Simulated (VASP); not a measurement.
# CaO (Fm-3m) in VASP: settings compared, part 2 of 2

VASP 6.6.1. Earlier steps stand in the parts before.

## Step 3: Single point, revPBE

This run uses another cell than the first one, of 14.47 Å³/atom.

Contents of INCAR:

```
  PREC = Accurate
  ENCUT = 520
  EDIFF = 1E-6
  ISMEAR = -1
  SIGMA = 0.05
  LREAL = F
  LASPH = T
  NELM = 100
  ALGO = Normal
  ISIF = 2
  LWAVE = F
  LCHARG = F
  GGA = RE
  NBANDS = 15
```

Contents of KPOINTS:

```
regular mesh
0
Gamma
  10 10 10
```

Contents of POSCAR:

```
CaO
1.0
    0.0000000000      2.4369667717      2.4369667717
    2.4369667717      0.0000000000      2.4369667717
    2.4369667717      2.4369667717      0.0000000000
Ca O
1 1
Direct
    0.0000000000      0.0000000000      0.0000000000
    0.5000000000      0.5000000000      0.5000000000
```

Potentials or basis: VASP PAW PBE potentials, release 64 (Ca_sv, O).

Launch:

```sh
cat potpaw_PBE.64/Ca_sv/POTCAR potpaw_PBE.64/O/POTCAR > POTCAR
mpirun -np 1 vasp_std > vasp.out
```

OUTCAR:

```text
PREC = Accurate
   ENCUT = 520
   EDIFF = 1E-6
   ISMEAR = -1
   LREAL = F
   LASPH = T
   NELM = 100
   ISIF = 2
   GGA = RE

 ion  position               nearest neighbor table
   1  0.000  0.000  0.000-   2 2.44   2 2.44   2 2.44   2 2.44   2 2.44   2 2.44
   2  0.500  0.500  0.500-   1 2.44   1 2.44   1 2.44   1 2.44   1 2.44   1 2.44

  LATTYP: Found a face centered cubic cell.
 ALAT       =     4.8739335434

  Lattice vectors:

 A1 = (   0.0000000000,   2.4369667717,   2.4369667717)
 A2 = (   2.4369667717,   0.0000000000,   2.4369667717)
 A3 = (   2.4369667717,   2.4369667717,   0.0000000000)

Analysis of symmetry for initial positions (statically):
=====================================================================
 Subroutine PRICEL returns:
 Original cell was already a primitive cell.

 Routine SETGRP: Setting up the symmetry group for a
 face centered cubic supercell.

 Subroutine GETGRP returns: Found 48 space group operations
 (whereof 48 operations were pure point group operations)
 out of a pool of 48 trial point group operations.

The static configuration has the point symmetry O_h .

Analysis of symmetry for dynamics (positions and initial velocities):
=====================================================================
 Subroutine PRICEL returns:
 Original cell was already a primitive cell.

 Routine SETGRP: Setting up the symmetry group for a
 face centered cubic supercell.

 Subroutine GETGRP returns: Found 48 space group operations
 (whereof 48 operations were pure point group operations)
 out of a pool of 48 trial point group operations.

The dynamic configuration has the point symmetry O_h .

 Subroutine INISYM returns: Found 48 space group operations
 (whereof 48 operations are pure point group operations),
 and found     1 'primitive' translations

----------------------------------------------------------------------------------------

                                     Primitive cell

[... 114 lines left out ...]
   LORBIT       =      0    0 simple, 1 ext, 2 COOP (PROOUT), +10 PAW based schemes
   GGA     = RE    functional components
   LHFCALC =     F    Hartree Fock is set to
   AEXX    =    0.0000 exact exchange contribution
   IVDW    =     0    specifies the selected vdW correction
   LEPSILON=     F    determine dielectric tensor
   LRPA    =     F    only Hartree local field effects (RPA)
 non-spin polarized calculation
  energy-cutoff  :      520.00
  volume of cell :       28.95
 maximum number of plane-waves:       794
 NGX is ok and might be reduce to    28
   NGX = 13   NGY = 13   NGZ = 13

 number of electron      16.0000004 magnetization

 Free energy of the ion-electron system (eV)
  ---------------------------------------------------
  ext. energy  EPLUGINS =         0.00000000
  ---------------------------------------------------
  free energy    TOTEN  =       -12.18343417 eV

  energy without entropy =      -12.18343417  energy(sigma->0) =      -12.18343417

 E-fermi :   3.2593     XC(G=0): -10.0671

 val. band max:        2.2515332776   @ k =   0.0000   0.0000   0.0000
 cond. band min:       5.9764514267   @ k =   0.5000   0.5000   0.0000
 fundamental gap:      3.7249181491
 Fermi energy:         3.2592559524

 k-point     1 :       0.0000    0.0000    0.0000
  band No.  band energies     occupation
      1     -35.6798      2.00000
      2     -16.4306      2.00000
      3     -16.4306      2.00000
      4     -16.4306      2.00000
      5     -13.2695      2.00000
      6       2.2515      2.00000
      7       2.2515      2.00000
      8       2.2515      2.00000
      9       6.7478      0.00000
     10       8.4195      0.00000
     11       8.4195      0.00000
     12       8.4195      0.00000
     13       9.8141      0.00000
     14       9.8141      0.00000
[... 401 lines left out ...]
      2     -16.9651      2.00000
      3     -16.5996      2.00000
      4     -16.5772      2.00000
      5     -12.8176      2.00000
      6       0.6261      2.00000
      7       1.7141      2.00000
      8       1.8090      2.00000
      9       6.6091      0.00000
     10       9.6397      0.00000
     11      10.7893      0.00000
     12      10.8691      0.00000
     13      11.0030      0.00000
     14      12.7288      0.00000
     15      17.3757      0.00000

 [... further k-points ...]
[... 5 lines left out ...]
  --------------------------------------------------------------------------------------
  -------------------------------------------------------------------------------------
  Total        0.0893632      0.0893632      0.0893632      0.0000000     -0.0000000      0.0000000
  in kB        4.9464156      4.9464156      4.9464156      0.0000000     -0.0000000      0.0000000
  external PRESSURE =       4.9464156 kB  Pullay stress =       0.0000000 kB

 VOLUME and BASIS-vectors are now :
 -----------------------------------------------------------------------------
  energy-cutoff  :      520.00
  volume of cell :       28.95
      direct lattice vectors                 reciprocal lattice vectors
     0.000000000  2.436966772  2.436966772    -0.205173089  0.205173089  0.205173089
     2.436966772  0.000000000  2.436966772     0.205173089 -0.205173089  0.205173089
     2.436966772  2.436966772  0.000000000     0.205173089  0.205173089 -0.205173089

 POSITION                                       TOTAL-FORCE (eV/Angst)
 -----------------------------------------------------------------------------------
      0.00000      0.00000      0.00000        -0.000000      0.000000     -0.000000
      2.43697      2.43697      2.43697         0.000000     -0.000000      0.000000
 -----------------------------------------------------------------------------------
    total drift:                                0.000000      0.000000      0.000000

  FREE ENERGIE OF THE ION-ELECTRON SYSTEM (eV)
  ---------------------------------------------------
  free  energy   TOTEN  =       -12.1834341701 eV

  energy  without entropy=      -12.1834341701  energy(sigma->0) =      -12.18343417
```

Wall time 31 s (1 thread of Intel Xeon 8259CL, shared host); peak memory 0.17 GiB.

What came out:

```
Free energy            : -12.1834 eV
Pressure               : 0.5 GPa
Band gap on the k mesh : 3.73 eV (least direct gap 4.10 eV)
```

Caveat: the PAW data sets were made with another functional, which shifts forces and pressure a little. A k mesh can miss the band edges.
